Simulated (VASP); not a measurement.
# ZnO (Pm-3m) in VASP: notebook

Runs on ZnO. Level: LDA. Tasks: single point.

Everything below comes from runs of VASP 6.6.1. Logs are shortened: lines on timing, memory, paths and dates and some standing lists are left out, and cuts for length are marked.

## 1. The cell of the first run

The structure is cubic, space group Pm-3m (No. 221). The conventional cell has a = 2.595 Å, b = 2.595 Å, c = 2.595 Å, α = 90.00°, β = 90.00°, γ = 90.00°. Within 3.0 Å of Zn (site symmetry m-3m) lie 8 O at 2.25 Å and 6 Zn at 2.59 Å. Within 3.0 Å of O (site symmetry m-3m) lie 8 Zn at 2.25 Å and 6 O at 2.59 Å.

## 2. Single point, LDA

The input, INCAR:

```
SYSTEM = ZnO
ALGO = Normal
EDIFF = 1E-6
ENCUT = 520
ISIF = 2
ISMEAR = 0
LASPH = .TRUE.
LCHARG = .FALSE.
LREAL = .FALSE.
LWAVE = .FALSE.
NBANDS = 16
NELM = 100
PREC = Accurate
SIGMA = 0.05
```

The input, KPOINTS:

```
k-points
0
G
  6 6 6
  0 0 0
```

The input, POSCAR:

```
ZnO
1.0
    2.5946121097      0.0000000000      0.0000000000
    0.0000000000      2.5946121097      0.0000000000
    0.0000000000      0.0000000000      2.5946121097
Zn O
1 1
Direct
    0.0000000000      0.0000000000      0.0000000000
    0.5000000000      0.5000000000      0.5000000000
```

Potentials or basis: VASP PAW LDA potentials, release 64 (Zn, O).

The run is started by

```bash
$ cat potpaw_LDA.64/Zn/POTCAR potpaw_LDA.64/O/POTCAR > POTCAR
$ mpirun -np 1 vasp_std > vasp.out
```

OUTCAR:

```text
SYSTEM = ZnO
   EDIFF = 1E-6
   ENCUT = 520
   ISIF = 2
   ISMEAR = 0
   LASPH = .TRUE.
   LREAL = .FALSE.
   NELM = 100
   PREC = Accurate

 ion  position               nearest neighbor table
   1  0.000  0.000  0.000-   2 2.25   2 2.25   2 2.25   2 2.25   2 2.25   2 2.25   2 2.25   2 2.25

   2  0.500  0.500  0.500-   1 2.25   1 2.25   1 2.25   1 2.25   1 2.25   1 2.25   1 2.25   1 2.25

  LATTYP: Found a simple cubic cell.
 ALAT       =     2.5946121097

  Lattice vectors:

 A1 = (   2.5946121097,   0.0000000000,   0.0000000000)
 A2 = (   0.0000000000,   2.5946121097,   0.0000000000)
 A3 = (   0.0000000000,   0.0000000000,   2.5946121097)

Analysis of symmetry for initial positions (statically):
=====================================================================
 Subroutine PRICEL returns:
 Original cell was already a primitive cell.

 Routine SETGRP: Setting up the symmetry group for a
 simple cubic supercell.

 Subroutine GETGRP returns: Found 48 space group operations
 (whereof 48 operations were pure point group operations)
 out of a pool of 48 trial point group operations.

The static configuration has the point symmetry O_h .

Analysis of symmetry for dynamics (positions and initial velocities):
=====================================================================
 Subroutine PRICEL returns:
 Original cell was already a primitive cell.

 Routine SETGRP: Setting up the symmetry group for a
 simple cubic supercell.

 Subroutine GETGRP returns: Found 48 space group operations
 (whereof 48 operations were pure point group operations)
 out of a pool of 48 trial point group operations.

The dynamic configuration has the point symmetry O_h .

 Subroutine INISYM returns: Found 48 space group operations
 (whereof 48 operations are pure point group operations),
 and found     1 'primitive' translations

----------------------------------------------------------------------------------------

                                     Primitive cell

  volume of cell :      17.4670

  direct lattice vectors                    reciprocal lattice vectors
     2.594612110  0.000000000  0.000000000     0.385414065  0.000000000  0.000000000
     0.000000000  2.594612110  0.000000000     0.000000000  0.385414065  0.000000000
     0.000000000  0.000000000  2.594612110     0.000000000  0.000000000  0.385414065

  length of vectors
     2.594612110  2.594612110  2.594612110     0.385414065  0.385414065  0.385414065

  position of ions in fractional coordinates (direct lattice)
     0.000000000  0.000000000  0.000000000
     0.500000000  0.500000000  0.500000000
[... 73 lines left out ...]
   LREAL  =      F    real-space projection
   EDIFFG = 0.1E-04   stopping-criterion for IOM
   NSW    =      0    number of steps for IOM
   IBRION =     -1    ionic relax: 0-MD 1-quasi-New 2-CG
   NFREE  =      0    steps in history (QN), initial steepest desc. (CG)
   ISIF   =      2    stress and relaxation
   ISYM   =      2    0-nonsym 1-usesym 2-fastsym
   POTIM  = 0.5000    time-step for ionic-motion
   TEBEG  =    0.0;   TEEND  =   0.0 temperature during run
   PSTRESS=    0.0 pullay stress
   NELECT =      18.0000    total number of electrons
   NUPDOWN=      -1.0000    fix difference up-down
   EMIN   =  10.00;   EMAX   =-10.00  energy-range for DOS
   EFERMI =   0.00;   METHOD = LEGACY
   ISMEAR =     0;   SIGMA  =   0.05  broadening in eV -4-tet -1-fermi 0-gaus
   EFERMI_NEDOS =   21; number of points for ismear=-14 and -15
   IALGO  =     38    algorithm
   IMIX   =      4    mixing-type and parameters
     AMIX     =   0.40;   BMIX     =  1.00
     AMIX_MAG =   1.60;   BMIX_MAG =  1.00
  volume/ion in A,a.u.               =       8.73        58.94
  Fermi-wavevector in a.u.,A,eV,Ry     =   1.653585  3.124823 37.203006  2.734344
  Thomas-Fermi vector in A             =   2.741998
   LORBIT       =      0    0 simple, 1 ext, 2 COOP (PROOUT), +10 PAW based schemes
   GGA     = CA    functional components
   LHFCALC =     F    Hartree Fock is set to
   AEXX    =    0.0000 exact exchange contribution
   IVDW    =     0    specifies the selected vdW correction
   LEPSILON=     F    determine dielectric tensor
   LRPA    =     F    only Hartree local field effects (RPA)
 non-spin polarized calculation
 Gauss-broadening in eV      SIGMA  =   0.05
  energy-cutoff  :      520.00
  volume of cell :       17.47
 maximum number of plane-waves:       487
 NGX is ok and might be reduce to    20
   NGX =  9   NGY =  9   NGZ =  9

 number of electron      17.9999969 magnetization

 Free energy of the ion-electron system (eV)
  ---------------------------------------------------
  ext. energy  EPLUGINS =         0.00000000
  ---------------------------------------------------
  free energy    TOTEN  =        -9.17491891 eV

  energy without entropy =       -9.17440019  energy(sigma->0) =       -9.17465955

 E-fermi :   3.9934     XC(G=0): -13.5965

 val. band max:        3.9582099927   @ k =   0.5000   0.0000   0.0000
 cond. band min:       5.7022625447   @ k =   0.1667   0.0000   0.0000
 fundamental gap:      1.7440525520
 Fermi energy:         3.9934257043

 k-point     1 :       0.0000    0.0000    0.0000
  band No.  band energies     occupation
      1     -15.2132      2.00000
      2      -2.8983      2.00000
      3      -2.8983      2.00000
      4      -1.5302      2.00000
      5      -1.5302      2.00000
      6      -1.5302      2.00000
[... 357 lines left out ...]
      3      -3.8351      2.00000
      4      -3.8351      2.00000
      5      -1.2007      2.00000
      6      -1.2007      2.00000
[... 8 lines left out ...]
     15      25.9593      0.00000
     16      25.9593      0.00000

------------------------ aborting loop because EDIFF is reached ----------------------------------------

  FORCE on cell =-STRESS in cart. coord.  units (eV):
  Direction    XX          YY          ZZ          XY          YZ          ZX
  --------------------------------------------------------------------------------------
  -------------------------------------------------------------------------------------
  Total        0.6753044      0.6753044      0.6753044      0.0000000     -0.0000000      0.0000000
  in kB       61.9430867     61.9430867     61.9430867      0.0000000     -0.0000000      0.0000000
  external PRESSURE =      61.9430867 kB  Pullay stress =       0.0000000 kB

 VOLUME and BASIS-vectors are now :
 -----------------------------------------------------------------------------
  energy-cutoff  :      520.00
  volume of cell :       17.47
      direct lattice vectors                 reciprocal lattice vectors
     2.594612110  0.000000000  0.000000000     0.385414065  0.000000000  0.000000000
     0.000000000  2.594612110  0.000000000     0.000000000  0.385414065  0.000000000
     0.000000000  0.000000000  2.594612110     0.000000000  0.000000000  0.385414065

 POSITION                                       TOTAL-FORCE (eV/Angst)
 -----------------------------------------------------------------------------------
      0.00000      0.00000      0.00000         0.000000      0.000000      0.000000
      1.29731      1.29731      1.29731         0.000000      0.000000      0.000000
 -----------------------------------------------------------------------------------
    total drift:                                0.000000      0.000000      0.000000

  FREE ENERGIE OF THE ION-ELECTRON SYSTEM (eV)
  ---------------------------------------------------
  free  energy   TOTEN  =        -9.1749189115 eV

  energy  without entropy=       -9.1744001863  energy(sigma->0) =       -9.17465955
```

stdout:

```text
POSCAR found type information on POSCAR ZnO
 POSCAR found :  2 types and       2 ions
 scaLAPACK will be used
 LDA part: xc-table for (Slater(with rela. corr.)+CA(PZ))
 , standard interpolation
 POSCAR, INCAR and KPOINTS ok, starting setup
 FFT: planning ... GRIDC
 FFT: planning ... GRID_SOFT
 FFT: planning ... GRID
 WAVECAR not read
 entering main loop
```

Wall time 7.4 s (1 thread of Intel Xeon 8259CL, shared host); peak memory 0.12 GiB.

Results:

- Free energy: -9.1749 eV
- Pressure: 6.2 GPa
- Band gap on the k mesh: zero (band 9 reaches 3.96 eV, above the bottom of band 10 at 3.70 eV)

Levels at points of the mesh, in eV from the Fermi level:
```
           k point  band 7  band 8  band 9  band 10  band 11  band 12
(0.00, 0.00, 0.00)   -1.51   -1.51   -1.51    -0.30    14.48    14.48
(0.50, 0.00, 0.00)   -4.66   -0.04   -0.04     5.50     7.19    16.27
(0.50, 0.50, 0.00)   -5.68   -5.22   -0.30     2.74    10.69    10.69
(0.50, 0.50, 0.50)   -1.47   -1.47   -1.47     5.33     5.33     5.33
```

Caveat: the k points lie up to 0.40 Å⁻¹ apart.

## 3. Single point, LDA

This run uses another cell than the first one, of 9.05 Å³/atom, 1.037 times its volume.

The input, INCAR:

```
ALGO = Normal ; EDIFF = 1E-7
ENCUT = 520 ; ISIF = 2
ISMEAR = 0 ; LASPH = True
LCHARG = True ; LELF = True
LREAL = False ; LVHAR = True
LWAVE = False ; NBANDS = 16
NELM = 80 ; PREC = Accurate
SIGMA = 0.05
```

The input, KPOINTS:

```
k-points
0
Gamma
  6 6 6
```

The input, POSCAR:

```
ZnO
1.0
    2.6260150690      0.0000000000      0.0000000000
    0.0000000000      2.6260150690      0.0000000000
    0.0000000000      0.0000000000      2.6260150690
Zn O
1 1
Direct
    0.0000000000      0.0000000000      0.0000000000
    0.5000000000      0.5000000000      0.5000000000
```

Potentials or basis: VASP PAW LDA potentials, release 64 (Zn, O).

The run is started by

```bash
$ cat potpaw_LDA.64/Zn/POTCAR potpaw_LDA.64/O/POTCAR > POTCAR
$ mpirun -np 1 vasp_std > vasp.out
```

It took 9.2 s on 1 thread of Intel Xeon 8259CL, shared host; peak memory 0.12 GiB.

It converged, with:

- Free energy: -9.1841 eV
- Pressure: -1.6 GPa
- Band gap on the k mesh: zero (band 9 reaches 3.57 eV, above the bottom of band 10 at 3.09 eV)

Levels at points of the mesh, in eV from the Fermi level:
```
           k point  band 7  band 8  band 9  band 10  band 11  band 12
(0.00, 0.00, 0.00)   -1.41   -1.41   -1.41    -0.52    14.30    14.30
(0.50, 0.00, 0.00)   -4.65   -0.04   -0.04     5.30     6.88    15.94
(0.50, 0.50, 0.00)   -5.41   -5.22   -0.25     2.61    10.39    10.39
(0.50, 0.50, 0.50)   -1.46   -1.46   -1.46     5.31     5.31     5.31
```

Caveat: the k points lie up to 0.40 Å⁻¹ apart.

(Continued in part 2 of 2.)
